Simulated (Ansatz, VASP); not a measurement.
# One calculation of Co, two programs

```
CELL_PARAMETERS angstrom
0.00000 2.42442 2.42442
2.42442 0.00000 2.42442
2.42442 2.42442 0.00000
ATOMIC_POSITIONS crystal
Co 0.12500 0.12500 0.12500
Co 0.87500 0.87500 0.87500
```

Alike in both runs: functional PBEsol; k mesh 11 × 11 × 11; occupations fermi-dirac, width 0.1 eV; no spin polarisation.

Ansatz relaxed the structure, and its values are those at the end. VASP's run is a single point on that final structure, the one shown.

|  | VASP | Ansatz |
| --- | --- | --- |
| version | VASP 6.6.1 | Ansatz 0.2.0 |
| potentials or method | VASP PAW PBE potentials, release 64 (Co), cutoff 600 eV | plane waves (420 eV) with PAW, scalar-relativistic |
| valence electrons in the cell | 18 | 34 |

|  | VASP | Ansatz | Ansatz less VASP |
| --- | --- | --- | --- |
| pressure (GPa) | -1.5 | 0.0 | +1.45 |

VASP's potentials were made for PBE, not for PBEsol, and Ansatz warns of the same on its side. With one functional, cell and mesh, what is left measures potentials, basis and numerics. VASP's potentials hold 18 valence electrons a cell and Ansatz's 34, so a difference there can come from the potentials and not from the codes.
